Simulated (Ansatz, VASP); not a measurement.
## NaH in VASP and in Ansatz

```
Na H
1.0
     2.93239    0.00000    0.00000
     0.00000    2.93239    0.00000
     0.00000    0.00000    2.93239
Na H
1 1
Cartesian
  0.0000 0.0000 0.0000
  1.4662 1.4662 1.4662
```

Alike in both runs: task single point; functional LDA; k mesh 8 × 8 × 8; no spin polarisation.

|  | VASP | Ansatz |
| --- | --- | --- |
| version | VASP 6.6.1 | Ansatz 0.2.0 |
| potentials or method | VASP PAW LDA potentials, release 64 (Na_pv, H) | plane waves, PAW |
| plane-wave cutoff (eV) | 520 | 420 |
| occupations | gaussian, width 0.01 eV | fixed |
| valence electrons in the cell | 8 | 10 |

Ansatz gave:

| Property | Result |
| --- | --- |
| gap on the k mesh at the Fermi level (eV) | 0.58 |
| pressure (GPa) | -1.5 |

**Question.** What did VASP give for the same quantities?

**Answer.** gap on the k mesh at the Fermi level (eV): 0.57; pressure (GPa): -1.6.

LDA's correlation is that of Perdew and Zunger in VASP and of Perdew and Wang (1992) in Ansatz. VASP's potentials hold 8 valence electrons a cell and Ansatz's 10, so a difference there can come from the potentials and not from the codes.
